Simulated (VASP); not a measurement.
Crystal: PbF2 (Fluorocronite).

```
Pb F
1.0
     0.00000    2.94581    2.94581
     2.94581    0.00000    2.94581
     2.94581    2.94581    0.00000
Pb F
1 2
Direct
  0.00000 0.00000 0.00000
  0.25000 0.25000 0.25000
  0.75000 0.75000 0.75000
```

Base run:

| Property | Result |
| --- | --- |
| Program | VASP 6.6.1 |
| Functional | PBE |
| Potentials or basis | VASP PAW PBE potentials, release 64 (Pb_d, F) |
| Cutoff | 520 eV |
| k mesh | 8 × 8 × 8 |
| Occupations | gaussian, width 0.01 eV |
| Spin | no spin polarisation |

Its results: band gap on the k mesh 4.41 eV, indirect (least direct gap 4.56 eV); pressure 4.0 GPa.

Problem. The run is repeated on the same cell with these changes: functional from PBE to r2SCAN. What comes out?

Solution. Band gap on the k mesh 4.93 eV, indirect (least direct gap 5.07 eV); pressure 1.1 GPa.

r2SCAN gives the wider gap, since meta-GGAs in the generalised Kohn-Sham scheme recover part of the derivative discontinuity.

Caveats: spin-orbit coupling is left out, which moves the levels of the heavy elements; the PAW data sets were made with another functional, which shifts forces and pressure a little (some runs).

A k mesh can miss the band edges.
